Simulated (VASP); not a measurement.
# HgTe in VASP: notebook, part 2 of 2

VASP 6.6.1. Earlier steps stand in the parts before.

**4. Single point, r2SCAN (biaxial xy strain -4.8%)**

Contents of POSCAR:

```
HgTe
1.0
    0.0000000000      3.1322650575      3.2891578888
    3.1322650575      0.0000000000      3.2891578888
    3.1322650575      3.1322650575      0.0000000000
Hg Te
1 1
Direct
    0.0000000000      0.0000000000      0.0000000000
    0.2500000000      0.2500000000      0.2500000000
```

Contents of INCAR.step1:

```
SYSTEM = HgTe
PREC     = Accurate       ! precision mode
ENCUT    = 520            ! plane-wave cutoff, eV
ISMEAR   = -1             ! smearing method
SIGMA    = 0.02           ! smearing width, eV
LREAL    = .False.        ! projectors in reciprocal space
LASPH    = .True.         ! aspherical terms in the spheres
NELM     = 60             ! most SCF steps
NBANDS   = 16             ! bands
GGA      = PE             ! functional
ALGO     = Normal         ! electronic algorithm
EDIFF    = 1E-4           ! SCF threshold, eV
LWAVE    = .True.         ! write WAVECAR
LCHARG   = .False.        ! write CHGCAR
```

Contents of INCAR.step2:

```
SYSTEM = HgTe
PREC     = Accurate       ! precision mode
ENCUT    = 520            ! plane-wave cutoff, eV
EDIFF    = 1E-6           ! SCF threshold, eV
ISMEAR   = -1             ! smearing method
SIGMA    = 0.02           ! smearing width, eV
LREAL    = .False.        ! projectors in reciprocal space
LASPH    = .True.         ! aspherical terms in the spheres
NELM     = 60             ! most SCF steps
ALGO     = Normal         ! electronic algorithm
ISIF     = 2              ! what is computed and relaxed
LWAVE    = .False.        ! write WAVECAR
LCHARG   = .True.         ! write CHGCAR
METAGGA  = R2SCAN         ! meta-GGA
LMIXTAU  = .True.       
LELF     = .True.         ! ELF
LVHAR    = .True.       
NBANDS   = 16             ! bands
ISTART   = 1
```

Contents of KPOINTS:

```
regular mesh
0
Gamma
  6 6 6
  0 0 0
```

Potentials or basis: VASP PAW PBE potentials, release 64 (Hg, Te).

Launch:

```sh
cat potpaw_PBE.64/Hg/POTCAR potpaw_PBE.64/Te/POTCAR > POTCAR
cp INCAR.step1 INCAR
mpirun -np 1 vasp_std > vasp.out
cp INCAR.step2 INCAR
mpirun -np 1 vasp_std > vasp.out
```

OUTCAR:

```text
SYSTEM = HgTe
   PREC = Accurate
   ENCUT = 520
   EDIFF = 1E-6
   ISMEAR = -1
   LREAL = .False.
   LASPH = .True.
   NELM = 60
   ISIF = 2
   METAGGA = R2SCAN
   ISTART = 1

 ion  position               nearest neighbor table
   1  0.000  0.000  0.000-   2 2.76   2 2.76   2 2.76   2 2.76
   2  0.250  0.250  0.250-   1 2.76   1 2.76   1 2.76   1 2.76

  LATTYP: Found a body centered tetragonal cell.
 ALAT       =     4.4296917253
 C/A-ratio  =     1.4850504698

[... 643 lines left out ...]
 [... further k-points ...]

------------------------ aborting loop because EDIFF is reached ----------------------------------------

  FORCE on cell =-STRESS in cart. coord.  units (eV):
  Direction    XX          YY          ZZ          XY          YZ          ZX
  --------------------------------------------------------------------------------------
  -------------------------------------------------------------------------------------
  Total        2.0938398      2.0938398      1.8399401      0.0000000     -0.0000000      0.0000000
  in kB       51.9783290     51.9783290     45.6754194      0.0000000     -0.0000000      0.0000000
  external PRESSURE =      49.8773592 kB  Pullay stress =       0.0000000 kB

 VOLUME and BASIS-vectors are now :
 -----------------------------------------------------------------------------
  energy-cutoff  :      520.00
  volume of cell :       64.54
      direct lattice vectors                 reciprocal lattice vectors
     0.000000000  3.132265058  3.289157889    -0.159628892  0.159628892  0.152014594
     3.132265058  0.000000000  3.289157889     0.159628892 -0.159628892  0.152014594
     3.132265058  3.132265058  0.000000000     0.159628892  0.159628892 -0.152014594

 POSITION                                       TOTAL-FORCE (eV/Angst)
 -----------------------------------------------------------------------------------
      0.00000      0.00000      0.00000         0.000000      0.000000      0.000000
      1.56613      1.56613      1.64458        -0.000000     -0.000000      0.000000
 -----------------------------------------------------------------------------------
    total drift:                               -0.000000     -0.000000     -0.000001

  FREE ENERGIE OF THE ION-ELECTRON SYSTEM (eV)
  ---------------------------------------------------
  free  energy   TOTEN  =       -75.0541615300 eV

  energy  without entropy=      -75.0539047317  energy(sigma->0) =      -75.05403313
```

OUTCAR.step1:

```text
SYSTEM = HgTe
   PREC = Accurate
   ENCUT = 520
   ISMEAR = -1
   LREAL = .False.
   LASPH = .True.
[... 678 lines left out ...]
      0.00000      0.00000      0.00000         0.000000      0.000000     -0.000000
      1.56613      1.56613      1.64458        -0.000000     -0.000000      0.000000
 -----------------------------------------------------------------------------------
    total drift:                                0.000000      0.000000     -0.000000

  FREE ENERGIE OF THE ION-ELECTRON SYSTEM (eV)
  ---------------------------------------------------
  free  energy   TOTEN  =        -3.4748347271 eV

  energy  without entropy=       -3.4745778955  energy(sigma->0) =       -3.47470631
```

OSZICAR.step1:

```text
N       E                     dE             d eps       ncg     rms          rms(c)
DAV:   1     0.103237562952E+03    0.10324E+03   -0.82600E+03   968   0.991E+02
DAV:   2    -0.196658895626E+00   -0.10343E+03   -0.97578E+02  1088   0.227E+02
DAV:   3    -0.366357305713E+01   -0.34669E+01   -0.34581E+01  1192   0.428E+01
DAV:   4    -0.369764158434E+01   -0.34069E-01   -0.34066E-01  1432   0.379E+00
DAV:   5    -0.369782242514E+01   -0.18084E-03   -0.18084E-03  1272   0.217E-01    0.848E+00
DAV:   6    -0.348487021859E+01    0.21295E+00   -0.41110E-01  1120   0.888E+00    0.659E+00
DAV:   7    -0.347580129820E+01    0.90689E-02   -0.10993E-01  1144   0.232E+00    0.228E+00
DAV:   8    -0.347481863537E+01    0.98266E-03   -0.12683E-02  1072   0.131E+00    0.593E-01
DAV:   9    -0.347483472711E+01   -0.16092E-04   -0.77494E-04  1232   0.325E-01
   1 F= -.34748347E+01 E0= -.34747063E+01  d E =-.256832E-03
```

It took 1.9 min on 1 thread of Intel Xeon 6975P-C, shared host; peak memory 0.23 GiB.

Results:

| Item | Value |
| --- | --- |
| Free energy | -75.0542 eV |
| Pressure | 5.0 GPa |
| Band gap on the k mesh | zero (filled and empty bands touch) |

Stress tensor (GPa, compression positive):
```
5.20 0.00 0.00
0.00 5.20 0.00
0.00 0.00 4.57
```

Levels at points of the mesh, in eV from the Fermi level:
| k point | band 7 | band 8 | band 9 | band 10 | band 11 | band 12 |
| --- | --- | --- | --- | --- | --- | --- |
| (0.00, 0.00, 0.00) | -0.36 | -0.21 | 0.00 | 0.00 | 4.41 | 4.41 |
| (0.50, 0.00, 0.00) | -6.03 | -1.31 | -1.06 | 0.88 | 5.14 | 5.40 |
| (0.50, 0.50, 0.00) | -6.08 | -2.48 | -2.48 | 2.26 | 2.73 | 8.61 |
| (0.50, 0.00, 0.50) | -5.82 | -2.76 | -2.62 | 1.87 | 2.47 | 8.94 |

Caveat: the cell differs from its parent crystal (biaxial xy strain -4.8%); the PAW data sets were made with another functional, which shifts forces and pressure a little; spin-orbit coupling is left out, which moves the levels of the heavy elements.

**5. Single point, PBE (shear xy strain -1.6%)**

Contents of INCAR:

```
ALGO = Normal
EDIFF = 1E-6
ENCUT = 520
GGA = PE
ISIF = 2
ISMEAR = -1
LASPH = T
LCHARG = F
LREAL = F
LWAVE = F
NBANDS = 16
NELM = 60
PREC = Accurate
SIGMA = 0.02
```

Contents of KPOINTS:

```
k-points
0
Gamma
  6 6 6
```

Contents of POSCAR:

```
HgTe
1.0
   -0.0256554315      3.2891578888      3.2891578888
    3.2891578888     -0.0256554315      3.2891578888
    3.2635024573      3.2635024573      0.0000000000
Hg Te
1 1
Direct
   -0.0016428848     -0.0016428848      0.0016428848
    0.2516428848      0.2516428848      0.2483571152
```

Launch:

```sh
cat potpaw_PBE.64/Hg/POTCAR potpaw_PBE.64/Te/POTCAR > POTCAR
mpirun -np 1 vasp_std > vasp.out
```

Wall time 48 s (1 thread of Intel Xeon 6975P-C, shared host); peak memory 0.23 GiB.

The run converged. Its results:

```yaml
Free_energy: -3.6297 eV
Pressure: 1.3 GPa
Largest_force: 0.004 eV/Å
Band_gap_on_the_k_mesh: 0.03 eV, direct
```

Forces in eV/Å, atoms in the order of the input:
```
Hg   0.000  0.000 -0.004
Te   0.000  0.000  0.004
```

Stress tensor (GPa, compression positive):
```
1.33 0.29 0.00
0.29 1.33 0.00
0.00 0.00 1.34
```

Levels at points of the mesh, in eV from the valence-band top:
| k point | band 5 | band 6 | band 7 | band 8 | band 9 | band 10 | band 11 | band 12 | band 13 | band 14 |
| --- | --- | --- | --- | --- | --- | --- | --- | --- | --- | --- |
| (0.00, 0.00, 0.00) | -6.60 | -6.60 | -0.86 | -0.03 | 0.00 | 0.03 | 4.25 | 4.32 | 4.39 | 6.50 |
| (0.50, 0.00, 0.00) | -6.58 | -6.33 | -5.17 | -0.89 | -0.84 | 0.76 | 5.11 | 5.11 | 6.84 | 7.78 |
| (0.50, 0.50, 0.00) | -6.54 | -6.20 | -5.16 | -2.12 | -1.99 | 1.89 | 2.64 | 8.03 | 8.62 | 8.66 |
| (0.00, 0.00, 0.50) | -6.57 | -6.32 | -5.13 | -0.93 | -0.88 | 0.64 | 5.04 | 5.05 | 6.84 | 7.82 |
| (0.50, 0.00, 0.50) | -6.54 | -6.20 | -5.15 | -2.06 | -2.06 | 1.91 | 2.62 | 8.01 | 8.64 | 8.67 |

Caveat: the cell differs from its parent crystal (shear xy strain -1.6%); spin-orbit coupling is left out, which moves the levels of the heavy elements.

**6. Single point, r2SCAN (shear xy strain -1.6%)**

POSCAR is that of step 5.

Contents of INCAR.step1:

```
PREC = Accurate ; ENCUT = 520
ISMEAR = -1 ; SIGMA = 0.02
LREAL = F ; LASPH = T
NELM = 80 ; NBANDS = 16
GGA = PE ; ALGO = Normal
EDIFF = 1E-4 ; LWAVE = T
LCHARG = F
```

Contents of INCAR.step2:

```
PREC = Accurate ; ENCUT = 520
EDIFF = 1E-6 ; ISMEAR = -1
SIGMA = 0.02 ; LREAL = F
LASPH = T ; NELM = 80
ALGO = Normal ; ISIF = 2
LWAVE = F ; LCHARG = T
METAGGA = R2SCAN ; LMIXTAU = T
LELF = T ; LVHAR = T
NBANDS = 16 ; ISTART = 1
```

Contents of KPOINTS:

```
Automatic mesh
0
Gamma
  6 6 6
```

Potentials or basis: VASP PAW PBE potentials, release 64 (Hg, Te).

Launch:

```sh
cat potpaw_PBE.64/Hg/POTCAR potpaw_PBE.64/Te/POTCAR > POTCAR
cp INCAR.step1 INCAR
mpirun -np 1 vasp_std > vasp.out
cp INCAR.step2 INCAR
mpirun -np 1 vasp_std > vasp.out
```

OUTCAR:

```text
PREC = Accurate
   ENCUT = 520
   EDIFF = 1E-6
   ISMEAR = -1
   LREAL = F
   LASPH = T
   NELM = 80
   ISIF = 2
   METAGGA = R2SCAN
   ISTART = 1

 ion  position               nearest neighbor table
   1  0.998  0.998  0.002-   2 2.85   2 2.85   2 2.85   2 2.85
   2  0.252  0.252  0.248-   1 2.85   1 2.85   1 2.85   1 2.85

  LATTYP: Found a body centered orthorhombic cell.
 ALAT       =     4.6152894360
 B/A-ratio  =     1.0157226365
 C/A-ratio  =     1.4253311453

  Lattice vectors:
[... 643 lines left out ...]

------------------------ aborting loop because EDIFF is reached ----------------------------------------

  FORCE on cell =-STRESS in cart. coord.  units (eV):
  Direction    XX          YY          ZZ          XY          YZ          ZX
  --------------------------------------------------------------------------------------
  -------------------------------------------------------------------------------------
  Total        0.0067500      0.0067500      0.0091291      0.1339825      0.0000000      0.0000000
  in kB        0.1519698      0.1519698      0.2055328      3.0164838      0.0000000      0.0000000
  external PRESSURE =       0.1698241 kB  Pullay stress =       0.0000000 kB

 VOLUME and BASIS-vectors are now :
 -----------------------------------------------------------------------------
  energy-cutoff  :      520.00
  volume of cell :       71.16
      direct lattice vectors                 reciprocal lattice vectors
    -0.025655431  3.289157889  3.289157889    -0.150838057  0.150838057  0.152014594
     3.289157889 -0.025655431  3.289157889     0.150838057 -0.150838057  0.152014594
     3.263502457  3.263502457  0.000000000     0.153209629  0.153209629 -0.152014594

 POSITION                                       TOTAL-FORCE (eV/Angst)
 -----------------------------------------------------------------------------------
      3.26350      3.26350      6.56751         0.000000      0.000000     -0.002715
      1.63175      1.63175      1.65539         0.000000      0.000000      0.002715
 -----------------------------------------------------------------------------------
    total drift:                                0.000000      0.000000      0.000546

  FREE ENERGIE OF THE ION-ELECTRON SYSTEM (eV)
  ---------------------------------------------------
  free  energy   TOTEN  =       -75.1531624363 eV

  energy  without entropy=      -75.1528869586  energy(sigma->0) =      -75.15302470
```

OUTCAR.step1:

```text
PREC = Accurate
   ENCUT = 520
   ISMEAR = -1
   LREAL = F
   LASPH = T
   NELM = 80
[... 677 lines left out ...]
 -----------------------------------------------------------------------------------
      3.26350      3.26350      6.56751        -0.000000     -0.000000     -0.004235
      1.63175      1.63175      1.65539         0.000000      0.000000      0.004235
 -----------------------------------------------------------------------------------
    total drift:                                0.000000      0.000000      0.000408

  FREE ENERGIE OF THE ION-ELECTRON SYSTEM (eV)
  ---------------------------------------------------
  free  energy   TOTEN  =        -3.6296337898 eV

  energy  without entropy=       -3.6293555141  energy(sigma->0) =       -3.62949465
```

OSZICAR.step1:

```text
N       E                     dE             d eps       ncg     rms          rms(c)
DAV:   1     0.104553562213E+03    0.10455E+03   -0.78292E+03  1472   0.962E+02
DAV:   2    -0.146420008297E+00   -0.10470E+03   -0.97983E+02  1720   0.227E+02
DAV:   3    -0.380158194368E+01   -0.36552E+01   -0.36458E+01  1800   0.438E+01
DAV:   4    -0.383613541239E+01   -0.34553E-01   -0.34551E-01  2200   0.383E+00
DAV:   5    -0.383629261155E+01   -0.15720E-03   -0.15720E-03  1896   0.213E-01    0.682E+00
DAV:   6    -0.363670143677E+01    0.19959E+00   -0.39134E-01  1728   0.816E+00    0.546E+00
DAV:   7    -0.363012265439E+01    0.65788E-02   -0.91992E-02  1680   0.203E+00    0.211E+00
DAV:   8    -0.362960698924E+01    0.51567E-03   -0.95029E-03  1672   0.110E+00    0.475E-01
DAV:   9    -0.362963378977E+01   -0.26801E-04   -0.73427E-04  1880   0.309E-01
   1 F= -.36296338E+01 E0= -.36294947E+01  d E =-.278276E-03
```

It took 2.6 min on 1 thread of Intel Xeon 6975P-C, shared host; peak memory 0.25 GiB.

What came out:

* Free energy: -75.1532 eV
* Pressure: 0.0 GPa
* Band gap on the k mesh: 0.03 eV, direct

Forces in eV/Å, atoms in the order of the input:
```
Hg   0.000  0.000 -0.003
Te   0.000  0.000  0.003
```

Caveat: the cell differs from its parent crystal (shear xy strain -1.6%); the PAW data sets were made with another functional, which shifts forces and pressure a little; spin-orbit coupling is left out, which moves the levels of the heavy elements.

**7. Summary**

```tsv
level	cell	gap on the mesh (eV)	pressure (GPa)
PBE	a = 4.929 Å, angles 60.0°, 2 atoms	none	-3.3
r2SCAN	a = 4.929 Å, angles 60.0°, 2 atoms	none	-4.4
r2SCAN	a = 4.542, b = 4.542, c = 4.430 Å, angles 60.8, 60.8, 58.4°, 2 atoms	none	5.0
PBE	a = 4.652, b = 4.652, c = 4.615 Å, angles 60.3, 60.3, 60.5°, 2 atoms	0.03	1.3
r2SCAN	a = 4.652, b = 4.652, c = 4.615 Å, angles 60.3, 60.3, 60.5°, 2 atoms	0.03	0.0
```

Alike in all rows: task single point; potentials or basis VASP PAW PBE potentials, release 64 (Hg, Te); no spin polarisation; k mesh 6 × 6 × 6; cutoff (eV) 520; smearing fermi-dirac 0.02 eV.

Caveats: spin-orbit coupling is left out, which moves the levels of the heavy elements; the PAW data sets were made with another functional, which shifts forces and pressure a little (some runs).

Absolute energies hang on the potentials; compare differences alone.
